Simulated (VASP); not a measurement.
# Cs (Im-3m) in VASP: single point with PBE

Aim: the single point of Cs with PBE.

Program: VASP 6.6.1. These are calculated values, not measurements. Logs are shortened: lines on timing, memory, paths and dates and some standing lists are left out, and cuts for length are marked.

## (1) The cell of the first run

Symmetry: Im-3m, No. 229, cubic system. The conventional cell has a = 6.045 Å, b = 6.045 Å, c = 6.045 Å, α = 90.00°, β = 90.00°, γ = 90.00°.

## (2) Single point, PBE

File INCAR:

```
SYSTEM = Cs
  ALGO = Normal
  EDIFF = 1E-6
  ENCUT = 500
  GGA = PE
  GGA_COMPAT = .FALSE.
  ISIF = 2
  ISMEAR = 0
  LASPH = .TRUE.
  LCHARG = .FALSE.
  LREAL = .FALSE.
  LWAVE = .FALSE.
  NBANDS = 10
  NELM = 120
  PREC = Accurate
  SIGMA = 0.1
```

File KPOINTS:

```
k-points
0
G
  4 4 4
  0 0 0
```

File POSCAR:

```
Cs
1.0
   -3.0225000000      3.0225000000      3.0225000000
    3.0225000000     -3.0225000000      3.0225000000
    3.0225000000      3.0225000000     -3.0225000000
Cs
1
Direct
    0.0000000000      0.0000000000      0.0000000000
```

Potentials or basis: VASP PAW PBE potentials, release 64 (Cs_sv).

Run with:

```bash
$ cat potpaw_PBE.64/Cs_sv/POTCAR > POTCAR
$ mpirun -np 1 vasp_std > vasp.out
```

OUTCAR:

```text
SYSTEM = Cs
   EDIFF = 1E-6
   ENCUT = 500
   GGA = PE
   ISIF = 2
   ISMEAR = 0
   LASPH = .TRUE.
   LREAL = .FALSE.
   NELM = 120
   PREC = Accurate

 ion  position               nearest neighbor table
   1  0.000  0.000  0.000-

  LATTYP: Found a body centered cubic cell.
 ALAT       =     6.0450000000

  Lattice vectors:

 A1 = (  -3.0225000000,   3.0225000000,   3.0225000000)
 A2 = (   3.0225000000,  -3.0225000000,   3.0225000000)
 A3 = (   3.0225000000,   3.0225000000,  -3.0225000000)

Analysis of symmetry for initial positions (statically):
=====================================================================
 Subroutine PRICEL returns:
 Original cell was already a primitive cell.

 Routine SETGRP: Setting up the symmetry group for a
 body centered cubic supercell.

 Subroutine GETGRP returns: Found 48 space group operations
 (whereof 48 operations were pure point group operations)
 out of a pool of 48 trial point group operations.

The static configuration has the point symmetry O_h .

Analysis of symmetry for dynamics (positions and initial velocities):
=====================================================================
 Subroutine PRICEL returns:
 Original cell was already a primitive cell.

 Routine SETGRP: Setting up the symmetry group for a
 body centered cubic supercell.

 Subroutine GETGRP returns: Found 48 space group operations
 (whereof 48 operations were pure point group operations)
 out of a pool of 48 trial point group operations.

The dynamic configuration has the point symmetry O_h .

 Subroutine INISYM returns: Found 48 space group operations
 (whereof 48 operations are pure point group operations),
 and found     1 'primitive' translations

----------------------------------------------------------------------------------------

                                     Primitive cell

  volume of cell :     110.4483

  direct lattice vectors                    reciprocal lattice vectors
    -3.022500000  3.022500000  3.022500000     0.000000000  0.165425972  0.165425972
     3.022500000 -3.022500000  3.022500000     0.165425972  0.000000000  0.165425972
     3.022500000  3.022500000 -3.022500000     0.165425972  0.165425972  0.000000000

  length of vectors
     5.235123566  5.235123566  5.235123566     0.233947653  0.233947653  0.233947653

  position of ions in fractional coordinates (direct lattice)
     0.000000000  0.000000000  0.000000000

  ion indices of the primitive-cell ions
   primitive index   ion index
                 1           1

----------------------------------------------------------------------------------------

 KPOINTS: k-points

Automatic generation of k-mesh.
 Grid dimensions read from file:
 generate k-points for:    4    4    4

 Generating k-lattice:

  Cartesian coordinates                     Fractional coordinates (reciprocal lattice)
     0.000000000  0.041356493  0.041356493     0.250000000  0.000000000  0.000000000
     0.041356493  0.000000000  0.041356493     0.000000000  0.250000000  0.000000000
     0.041356493  0.041356493  0.000000000     0.000000000  0.000000000  0.250000000

  Length of vectors
     0.058486913  0.058486913  0.058486913

  Shift w.r.t. Gamma in fractional coordinates (k-lattice)
     0.000000000  0.000000000  0.000000000

 Subroutine IBZKPT returns following result:
 ===========================================

 Found      8 irreducible k-points:

 Following reciprocal coordinates:
            Coordinates               Weight
  0.000000  0.000000  0.000000      1.000000
  0.250000  0.000000  0.000000     12.000000
  0.500000  0.000000  0.000000      6.000000
  0.250000  0.250000  0.000000     24.000000
  0.250000  0.250000  0.250000      2.000000
 -0.250000  0.250000  0.250000      6.000000
  0.500000  0.500000  0.250000     12.000000
  0.500000  0.500000  0.500000      1.000000
   k-points           NKPTS =      8   k-points in BZ     NKDIM =      8   number of bands    NBANDS=     10
   number of dos      NEDOS =    301   number of ions     NIONS =      1
   total plane-waves  NPLWV =  64000
   dimension x,y,z NGX =    40 NGY =   40 NGZ =   40
   dimension x,y,z NGXF=    80 NGYF=   80 NGZF=   80
   ions per type =               1
   NGX,Y,Z   is equivalent  to a cutoff of  12.70, 12.70, 12.70 a.u.
   NGXF,Y,Z  is equivalent  to a cutoff of  25.40, 25.40, 25.40 a.u.
 SYSTEM =  Cs
   PREC   = accura    normal or accurate (medium, high low for compatibility)
   ISTART =      0    job   : 0-new  1-cont  2-samecut
   ICHARG =      2    charge: 1-file 2-atom 10-const
   ISPIN  =      1    spin polarized calculation?
   LNONCOLLINEAR =      F non collinear calculations
   LSORBIT =      F    spin-orbit coupling
   LASPH  =      T    aspherical Exc in radial PAW
   ENCUT  =  500.0 eV  36.75 Ry    6.06 a.u.   9.54  9.54  9.54*2*pi/ulx,y,z
   NELM   =    120;   NELMIN=  2; NELMDL= -5     # of ELM steps
   EDIFF  = 0.1E-05   stopping-criterion for ELM
   LREAL  =      F    real-space projection
   EDIFFG = 0.1E-04   stopping-criterion for IOM
   NSW    =      0    number of steps for IOM
   IBRION =     -1    ionic relax: 0-MD 1-quasi-New 2-CG
   NFREE  =      0    steps in history (QN), initial steepest desc. (CG)
   ISIF   =      2    stress and relaxation
   ISYM   =      2    0-nonsym 1-usesym 2-fastsym
   POTIM  = 0.5000    time-step for ionic-motion
   TEBEG  =    0.0;   TEEND  =   0.0 temperature during run
   PSTRESS=    0.0 pullay stress
   NELECT =       9.0000    total number of electrons
   NUPDOWN=      -1.0000    fix difference up-down
   EMIN   =  10.00;   EMAX   =-10.00  energy-range for DOS
   EFERMI =   0.00;   METHOD = LEGACY
   ISMEAR =     0;   SIGMA  =   0.10  broadening in eV -4-tet -1-fermi 0-gaus
   EFERMI_NEDOS =   21; number of points for ismear=-14 and -15
   IALGO  =     38    algorithm
   IMIX   =      4    mixing-type and parameters
     AMIX     =   0.40;   BMIX     =  1.00
     AMIX_MAG =   1.60;   BMIX_MAG =  1.00
  volume/ion in A,a.u.               =     110.45       745.34
  Fermi-wavevector in a.u.,A,eV,Ry     =   0.709746  1.341225  6.853782  0.503739
  Thomas-Fermi vector in A             =   1.796409
   LORBIT       =      0    0 simple, 1 ext, 2 COOP (PROOUT), +10 PAW based schemes
   GGA     = PE    functional components
   LHFCALC =     F    Hartree Fock is set to
   AEXX    =    0.0000 exact exchange contribution
   IVDW    =     0    specifies the selected vdW correction
   LEPSILON=     F    determine dielectric tensor
   LRPA    =     F    only Hartree local field effects (RPA)
 non-spin polarized calculation
 Gauss-broadening in eV      SIGMA  =   0.10
  energy-cutoff  :      500.00
  volume of cell :      110.45
 maximum number of plane-waves:      2816
 NGX is ok and might be reduce to    40
   NGX = 19   NGY = 19   NGZ = 19

 number of electron       8.9999998 magnetization

 Free energy of the ion-electron system (eV)
  ---------------------------------------------------
  ext. energy  EPLUGINS =         0.00000000
  ---------------------------------------------------
  free energy    TOTEN  =        -0.80533487 eV

  energy without entropy =       -0.77930531  energy(sigma->0) =       -0.79232009

 E-fermi :   0.5743     XC(G=0):  -5.5073

 val. band max:        0.1079767692   @ k =  -0.2500   0.2500   0.2500
 cond. band min:       0.5778015158   @ k =   0.5000   0.0000   0.0000
 fundamental gap:      0.4698247466
 Fermi energy:         0.5743460984

 k-point     1 :       0.0000    0.0000    0.0000
  band No.  band energies     occupation
      1     -23.2731      2.00000
      2     -10.0102      2.00000
      3     -10.0102      2.00000
      4     -10.0102      2.00000
      5      -1.1602      2.00000
      6       3.0759      0.00000
      7       3.0759      0.00000
      8       3.0759      0.00000
      9       3.9645      0.00000
     10       3.9645      0.00000

 k-point     2 :       0.2500    0.0000    0.0000
  band No.  band energies     occupation
      1     -23.2691      2.00000
      2     -10.0907      2.00000
      3     -10.0363      2.00000
      4     -10.0103      2.00000
      5      -0.4894      2.00000
      6       2.3014      0.00000
      7       2.5527      0.00000
      8       3.7855      0.00000
      9       3.8107      0.00000
     10       3.9619      0.00000

 k-point     3 :       0.5000    0.0000    0.0000
  band No.  band energies     occupation
      1     -23.2650      2.00000
      2     -10.1676      2.00000
      3     -10.0621      2.00000
      4     -10.0105      2.00000
      5       0.5778      0.96103
      6       1.4766      0.00000
      7       2.1980      0.00000
      8       3.8150      0.00000
      9       4.4340      0.00000
     10       4.9777      0.00000

 k-point     4 :       0.2500    0.2500    0.0000
  band No.  band energies     occupation
      1     -23.2650      2.00000
      2     -10.1389      2.00000
      3     -10.0762      2.00000
      4     -10.0266      2.00000
      5       0.5883      0.84308
      6       1.6872      0.00000
      7       2.0030      0.00000
      8       3.8374      0.00000
      9       4.0661      0.00000
     10       4.6972      0.00000

 k-point     5 :       0.2500    0.2500    0.2500
  band No.  band energies     occupation
      1     -23.2646      2.00000
      2     -10.0878      2.00000
      3     -10.0878      2.00000
      4     -10.0878      2.00000
      5       1.5606      0.00000
      6       1.5606      0.00000
      7       1.5606      0.00000
      8       3.0613      0.00000
      9       4.5166      0.00000
     10       4.5166      0.00000

 k-point     6 :      -0.2500    0.2500    0.2500
  band No.  band energies     occupation
      1     -23.2655      2.00000
      2     -10.0932      2.00000
      3     -10.0645      2.00000
      4     -10.0645      2.00000
      5       0.1080      2.00000
      6       2.0905      0.00000
      7       2.8299      0.00000
      8       2.8299      0.00000
      9       3.8452      0.00000
     10       4.0360      0.00000

 k-point     7 :       0.5000    0.5000    0.2500
  band No.  band energies     occupation
      1     -23.2618      2.00000
      2     -10.1449      2.00000
      3     -10.0922      2.00000
      4     -10.0671      2.00000
      5       1.1532      0.00000
      6       1.3108      0.00000
      7       2.6044      0.00000
      8       2.7738      0.00000
      9       4.0846      0.00000
     10       5.2858      0.00000

 k-point     8 :       0.5000    0.5000    0.5000
  band No.  band energies     occupation
      1     -23.2586      2.00000
      2     -10.1218      2.00000
      3     -10.1218      2.00000
      4     -10.1218      2.00000
      5       1.1723      0.00000
      6       1.1723      0.00000
      7       3.6770      0.00000
      8       3.6770      0.00000
      9       3.6770      0.00000
     10       5.0949      0.00000

------------------------ aborting loop because EDIFF is reached ----------------------------------------

  FORCE on cell =-STRESS in cart. coord.  units (eV):
  Direction    XX          YY          ZZ          XY          YZ          ZX
  --------------------------------------------------------------------------------------
  -------------------------------------------------------------------------------------
  Total        0.0887097      0.0887097      0.0887097     -0.0000000     -0.0000000      0.0000000
  in kB        1.2868351      1.2868351      1.2868351     -0.0000000     -0.0000000      0.0000000
  external PRESSURE =       1.2868351 kB  Pullay stress =       0.0000000 kB

 VOLUME and BASIS-vectors are now :
 -----------------------------------------------------------------------------
  energy-cutoff  :      500.00
  volume of cell :      110.45
      direct lattice vectors                 reciprocal lattice vectors
    -3.022500000  3.022500000  3.022500000     0.000000000  0.165425972  0.165425972
     3.022500000 -3.022500000  3.022500000     0.165425972  0.000000000  0.165425972
     3.022500000  3.022500000 -3.022500000     0.165425972  0.165425972  0.000000000

 POSITION                                       TOTAL-FORCE (eV/Angst)
 -----------------------------------------------------------------------------------
      0.00000      0.00000      0.00000        -0.000000      0.000000     -0.000000
 -----------------------------------------------------------------------------------
    total drift:                               -0.000000     -0.000000     -0.000000

  FREE ENERGIE OF THE ION-ELECTRON SYSTEM (eV)
  ---------------------------------------------------
  free  energy   TOTEN  =        -0.8053348719 eV

  energy  without entropy=       -0.7793053125  energy(sigma->0) =       -0.79232009
```

Run time: 5.6 s. Hardware: 1 thread of Intel Xeon 6975P-C (Granite Rapids), shared host; peak memory 0.22 GiB.

What came out:

- Free energy: -0.8053 eV
- Pressure: 0.1 GPa
- Band gap on the k mesh: zero (an odd number of electrons rules out a gap without spin polarisation)

Caveat: the k points lie up to 0.37 Å⁻¹ apart, too coarse for converged energies and pressures of a metal; spin-orbit coupling is left out, which moves the levels of the heavy elements.

The gap in the log of VASP goes by the Fermi energy; the results here count the filled bands.